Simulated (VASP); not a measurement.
# P (R-3m) in VASP: a series of runs

The runs below take P through single point, with PBE+D3(BJ).

All numbers are computed with VASP 6.6.1; they aren't measurements. Logs are shortened: lines on timing, memory, paths and dates and some standing lists are left out, and cuts for length are marked.

### Step 1. The cell of the first run

It takes space group R-3m (No. 166, trigonal). The conventional cell has a = 3.524 Å, b = 3.524 Å, c = 8.283 Å, α = 90.00°, β = 90.00°, γ = 120.00°. P (site symmetry 3m) has 6 P at 2.32 to 2.62 Å within 3.1 Å.

### Step 2. Single point, PBE+D3(BJ)

Input file INCAR:

```
  PREC = Accurate
  ENCUT = 520
  EDIFF = 1E-6
  ISMEAR = 0
  SIGMA = 0.15
  LREAL = F
  LASPH = T
  NELM = 60
  ALGO = Normal
  ISIF = 2
  LWAVE = F
  LCHARG = T
  GGA = PE
  IVDW = 12
  LELF = T
  LVHAR = T
  NBANDS = 12
```

Input file KPOINTS:

```
Automatic mesh
0
Gamma
  24 24 24
```

Input file POSCAR:

```
P
1.0
    1.7621534765      1.0173797840      2.7610788336
   -1.7621534765      1.0173797840      2.7610788336
    0.0000000000     -2.0347595680      2.7610788336
P
2
Direct
    0.2336660455      0.2336660455      0.2336660455
    0.7663339545      0.7663339545      0.7663339545
```

Potentials or basis: VASP PAW PBE potentials, release 64 (P).

Command:

```console
> cat potpaw_PBE.64/P/POTCAR > POTCAR
> mpirun -np 1 vasp_std > vasp.out
```

OUTCAR:

```text
PREC = Accurate
   ENCUT = 520
   EDIFF = 1E-6
   ISMEAR = 0
   LREAL = F
   LASPH = T
   NELM = 60
   ISIF = 2
   GGA = PE
   IVDW = 12
 IVDW          = 12

 ion  position               nearest neighbor table
   1  0.234  0.234  0.234-   2 2.32   2 2.32   2 2.32   2 2.62   2 2.62   2 2.62
   2  0.766  0.766  0.766-   1 2.32   1 2.32   1 2.32   1 2.62   1 2.62   1 2.62

  LATTYP: Found a trigonal (rhomboedric) cell.
 ALAT       =     3.4298400582
 COS(alpha) =     0.4720780481

  Lattice vectors:

 A1 = (   1.7621534765,   1.0173797840,   2.7610788336)
 A2 = (  -1.7621534765,   1.0173797840,   2.7610788336)
 A3 = (   0.0000000000,  -2.0347595680,   2.7610788336)

Analysis of symmetry for initial positions (statically):
=====================================================================
 Subroutine PRICEL returns:
 Original cell was already a primitive cell.

 Routine SETGRP: Setting up the symmetry group for a
 trigonal (rhombohedral) supercell.

 Subroutine GETGRP returns: Found 12 space group operations
 (whereof 12 operations were pure point group operations)
 out of a pool of 12 trial point group operations.

The static configuration has the point symmetry D_3d.

Analysis of symmetry for dynamics (positions and initial velocities):
=====================================================================
 Subroutine PRICEL returns:
 Original cell was already a primitive cell.

 Routine SETGRP: Setting up the symmetry group for a
 trigonal (rhombohedral) supercell.

 Subroutine GETGRP returns: Found 12 space group operations
 (whereof 12 operations were pure point group operations)
 out of a pool of 12 trial point group operations.

The dynamic configuration has the point symmetry D_3d.

 Subroutine INISYM returns: Found 12 space group operations
 (whereof 12 operations are pure point group operations),
 and found     1 'primitive' translations

----------------------------------------------------------------------------------------

                                     Primitive cell

  volume of cell :      29.7000

  direct lattice vectors                    reciprocal lattice vectors
     1.762153476  1.017379784  2.761078834     0.283743730  0.163819519  0.120725757
    -1.762153476  1.017379784  2.761078834    -0.283743730  0.163819519  0.120725757
     0.000000000 -2.034759568  2.761078834     0.000000000 -0.327639038  0.120725757

  length of vectors
     3.429840058  3.429840058  3.429840058     0.349173377  0.349173377  0.349173377

  position of ions in fractional coordinates (direct lattice)
     0.233666046  0.233666046  0.233666046
     0.766333954  0.766333954  0.766333954

  ion indices of the primitive-cell ions
   primitive index   ion index
                 1           1
                 2           2

----------------------------------------------------------------------------------------

 KPOINTS: Automatic mesh

Automatic generation of k-mesh.
 Grid dimensions read from file:
 generate k-points for:   24   24   24

 Generating k-lattice:

  Cartesian coordinates                     Fractional coordinates (reciprocal lattice)
     0.011822655  0.006825813  0.005030240     0.041666667  0.000000000 -0.000000000
    -0.011822655  0.006825813  0.005030240     0.000000000  0.041666667 -0.000000000
     0.000000000 -0.013651627  0.005030240    -0.000000000 -0.000000000  0.041666667

  Length of vectors
     0.014548891  0.014548891  0.014548891

  Shift w.r.t. Gamma in fractional coordinates (k-lattice)
     0.000000000  0.000000000  0.000000000

 Subroutine IBZKPT returns following result:
 ===========================================

 Found   1313 irreducible k-points:

 Following reciprocal coordinates:
            Coordinates               Weight
  0.000000  0.000000  0.000000      1.000000
  0.041667 -0.000000  0.000000      6.000000
  0.083333 -0.000000  0.000000      6.000000
  0.125000 -0.000000  0.000000      6.000000
  0.166667 -0.000000  0.000000      6.000000
  0.208333  0.000000 -0.000000      6.000000
[... 16 lines left out ...]
  0.416667  0.041667  0.000000     12.000000
  0.458333  0.041667  0.000000     12.000000
 [... further k-points ...]
   k-points           NKPTS =   1313   k-points in BZ     NKDIM =   1313   number of bands    NBANDS=     12
   number of dos      NEDOS =    301   number of ions     NIONS =      2
   total plane-waves  NPLWV =  21952
   dimension x,y,z NGX =    28 NGY =   28 NGZ =   28
   dimension x,y,z NGXF=    56 NGYF=   56 NGZF=   56
   ions per type =               2
   NGX,Y,Z   is equivalent  to a cutoff of  13.57, 13.57, 13.57 a.u.
   NGXF,Y,Z  is equivalent  to a cutoff of  27.14, 27.14, 27.14 a.u.
 SYSTEM =  unknown system
   PREC   = accura    normal or accurate (medium, high low for compatibility)
   ISTART =      0    job   : 0-new  1-cont  2-samecut
   ICHARG =      2    charge: 1-file 2-atom 10-const
   ISPIN  =      1    spin polarized calculation?
   LNONCOLLINEAR =      F non collinear calculations
   LSORBIT =      F    spin-orbit coupling
   LASPH  =      T    aspherical Exc in radial PAW
   ENCUT  =  520.0 eV  38.22 Ry    6.18 a.u.   6.38  6.38  6.38*2*pi/ulx,y,z
   NELM   =     60;   NELMIN=  2; NELMDL= -5     # of ELM steps
   EDIFF  = 0.1E-05   stopping-criterion for ELM
   LREAL  =      F    real-space projection
   EDIFFG = 0.1E-04   stopping-criterion for IOM
   NSW    =      0    number of steps for IOM
   IBRION =     -1    ionic relax: 0-MD 1-quasi-New 2-CG
   NFREE  =      0    steps in history (QN), initial steepest desc. (CG)
   ISIF   =      2    stress and relaxation
   ISYM   =      2    0-nonsym 1-usesym 2-fastsym
   POTIM  = 0.5000    time-step for ionic-motion
   TEBEG  =    0.0;   TEEND  =   0.0 temperature during run
   PSTRESS=    0.0 pullay stress
   NELECT =      10.0000    total number of electrons
   NUPDOWN=      -1.0000    fix difference up-down
   EMIN   =  10.00;   EMAX   =-10.00  energy-range for DOS
   EFERMI =   0.00;   METHOD = LEGACY
   ISMEAR =     0;   SIGMA  =   0.15  broadening in eV -4-tet -1-fermi 0-gaus
   EFERMI_NEDOS =   21; number of points for ismear=-14 and -15
   IALGO  =     38    algorithm
   IMIX   =      4    mixing-type and parameters
     AMIX     =   0.40;   BMIX     =  1.00
     AMIX_MAG =   1.60;   BMIX_MAG =  1.00
  volume/ion in A,a.u.               =      14.85       100.21
  Fermi-wavevector in a.u.,A,eV,Ry     =   1.138909  2.152227 17.648318  1.297115
  Thomas-Fermi vector in A             =   2.275613
   LORBIT       =      0    0 simple, 1 ext, 2 COOP (PROOUT), +10 PAW based schemes
   GGA     = PE    functional components
   LHFCALC =     F    Hartree Fock is set to
   AEXX    =    0.0000 exact exchange contribution
   IVDW    =    12    specifies the selected vdW correction
   LEPSILON=     F    determine dielectric tensor
   LRPA    =     F    only Hartree local field effects (RPA)
 non-spin polarized calculation
 Gauss-broadening in eV      SIGMA  =   0.15
  energy-cutoff  :      520.00
  volume of cell :       29.70
 maximum number of plane-waves:       827
 NGX is ok and might be reduce to    28
   NGX = 13   NGY = 13   NGZ = 13

 number of electron      10.0000001 magnetization

 Free energy of the ion-electron system (eV)
  ---------------------------------------------------
  ext. energy  EPLUGINS =         0.00000000
  ---------------------------------------------------
  free energy    TOTEN  =       -10.56124870 eV

  energy without entropy =      -10.55579004  energy(sigma->0) =      -10.55851937

 E-fermi :   9.6257     XC(G=0): -11.1704

 val. band max:        9.6237974641   @ k =  -0.4167   0.4583   0.4167
 cond. band min:       9.6277261630   @ k =  -0.1250  -0.1250   0.0417
 fundamental gap:      0.0039286988
 Fermi energy:         9.6256638406

 k-point     1 :       0.0000    0.0000    0.0000
  band No.  band energies     occupation
      1      -7.0198      2.00000
      2       6.7246      2.00000
      3       6.7246      2.00000
      4       7.5148      2.00000
      5       7.9735      2.00000
      6      12.4880      0.00000
      7      13.0847      0.00000
      8      13.0847      0.00000
      9      15.1764      0.00000
     10      15.1764      0.00000
     11      16.5750      0.00000
     12      16.5897      0.00000

 k-point     2 :       0.0417   -0.0000    0.0000
  band No.  band energies     occupation
      1      -6.9912      2.00000
      2       6.2235      2.00000
      3       6.7171      2.00000
      4       7.7582      2.00000
      5       8.1309      2.00000
      6      12.4651      0.00000
      7      13.0899      0.00000
      8      13.1207      0.00000
      9      14.8670      0.00000
     10      15.0736      0.00000
     11      16.0587      0.00000
     12      17.0081      0.00000

 k-point     3 :       0.0833   -0.0000    0.0000
  band No.  band energies     occupation
      1      -6.9054      2.00000
      2       5.3993      2.00000
      3       6.6965      2.00000
      4       7.7936      2.00000
      5       8.6201      2.00000
      6      12.3813      0.00000
      7      13.0328      0.00000
      8      13.2174      0.00000
      9      14.4459      0.00000
     10      14.7901      0.00000
     11      15.8302      0.00000
     12      17.8268      0.00000
[... 286 lines left out ...]
 k-point    23 :       0.4167    0.0417    0.0000
  band No.  band energies     occupation
      1      -4.3736      2.00000
      2      -1.2308      2.00000
      3       6.4608      2.00000
      4       7.5585      2.00000
      5       8.8612      2.00000
      6      10.2203      0.00000
      7      10.5396      0.00000
      8      11.9237      0.00000
      9      17.3690      0.00000
     10      18.8776      0.00000
     11      20.6350      0.00000
     12      22.6217      0.00000

 k-point    24 :       0.4583    0.0417    0.0000
  band No.  band energies     occupation
      1      -3.8375      2.00000
      2      -1.9445      2.00000
      3       6.4353      2.00000
      4       7.6297      2.00000
      5       8.7067      2.00000
      6      10.0011      0.00040
      7      10.6380      0.00000
      8      11.6972      0.00000
      9      18.2602      0.00000
     10      19.8037      0.00000
     11      21.2206      0.00000
     12      21.9177      0.00000

 [... further k-points ...]

------------------------ aborting loop because EDIFF is reached ----------------------------------------

 Edisp (eV)   -0.95189

 E8    (eV) :    -0.3602

  FORCE on cell =-STRESS in cart. coord.  units (eV):
  Direction    XX          YY          ZZ          XY          YZ          ZX
  --------------------------------------------------------------------------------------
  -------------------------------------------------------------------------------------
  Total      -1.04486    -1.04486     0.85635     0.00000     0.00000     0.00000
  in kB     -56.36516   -56.36516    46.19632     0.00000     0.00000     0.00000
  external pressure =      -22.18 kB  Pullay stress =        0.00 kB

 VOLUME and BASIS-vectors are now :
 -----------------------------------------------------------------------------
  energy-cutoff  :      520.00
  volume of cell :       29.70
      direct lattice vectors                 reciprocal lattice vectors
     1.762153476  1.017379784  2.761078834     0.283743730  0.163819519  0.120725757
    -1.762153476  1.017379784  2.761078834    -0.283743730  0.163819519  0.120725757
     0.000000000 -2.034759568  2.761078834     0.000000000 -0.327639038  0.120725757

 POSITION                                       TOTAL-FORCE (eV/Angst)
 -----------------------------------------------------------------------------------
      0.00000      0.00000      1.93551         0.000000      0.000000      0.208881
      0.00000      0.00000      6.34773         0.000000      0.000000     -0.208881
 -----------------------------------------------------------------------------------
    total drift:                                0.000000     -0.000000     -0.000000

  FREE ENERGIE OF THE ION-ELECTRON SYSTEM (eV)
  ---------------------------------------------------
  free  energy   TOTEN  =       -11.5131435361 eV

  energy  without entropy=      -11.5076848749  energy(sigma->0) =      -11.51041421
```

Wall time 3.4 min (1 thread of Intel Xeon Platinum 8559C (Emerald Rapids), shared host); peak memory 0.45 GiB.

What came out:

* Free energy: -11.5131 eV
* Pressure: -2.2 GPa
* Largest force: 0.209 eV/Å
* Band gap on the k mesh: zero (bands 5 and 6 overlap by 1.71 eV)
* Dispersion energy per atom: -0.476 eV

Forces on the atoms (eV/Å):
```
P    0.000  0.000  0.209
P    0.000  0.000 -0.209
```

Levels at points of the mesh, in eV from the Fermi level:
| k point | band 3 | band 4 | band 5 | band 6 | band 7 | band 8 |
| --- | --- | --- | --- | --- | --- | --- |
| (0.00, 0.00, 0.00) | -2.90 | -2.11 | -1.65 | 2.86 | 3.46 | 3.46 |
| (0.50, 0.00, 0.00) | -2.97 | -1.94 | -0.48 | -0.13 | 0.87 | 1.68 |
| (0.50, 0.50, 0.00) | -7.10 | -5.83 | -4.93 | 0.46 | 7.57 | 7.86 |
| (0.50, 0.50, 0.50) | -2.78 | -2.78 | -1.02 | -1.02 | -0.22 | 1.57 |

Caveat: the stress differs along the axes, from -6 to 5 GPa.

(Continued in part 2 of 2.)
